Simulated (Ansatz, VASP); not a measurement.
# TaN: VASP beside Ansatz

```
Ta N
1.0
     0.00000    2.24042    2.24042
     2.24042    0.00000    2.24042
     2.24042    2.24042    0.00000
Ta N
1 1
Direct
  0.50000 0.50000 0.50000
  0.00000 0.00000 0.00000
```

Alike in both runs: task single point; functional PBE0; k mesh 6 × 6 × 6; occupations fermi-dirac, width 0.05 eV; no spin polarisation.

|  | VASP | Ansatz |
| --- | --- | --- |
| version | VASP 6.6.1 | Ansatz 0.2.0 |
| potentials or method | VASP PAW PBE potentials, release 64 (Ta_pv, N) | Ansatz PAW |
| plane-wave cutoff (eV) | 520 | 420 |
| valence electrons in the cell | 16 | 18 |

```csv
,VASP,Ansatz,Ansatz less VASP
gap on the k mesh at the Fermi level (eV),none,none,-
pressure (GPa),-21.4,-21.0,+0.43
```

A gap of «none» marks a metal or a gap that the smearing closes. VASP's potentials hold 16 valence electrons a cell and Ansatz's 18, so a difference there can come from the potentials and not from the codes.

The k mesh is coarse, so the values compare programs but aren't converged. Spin-orbit coupling is off throughout.
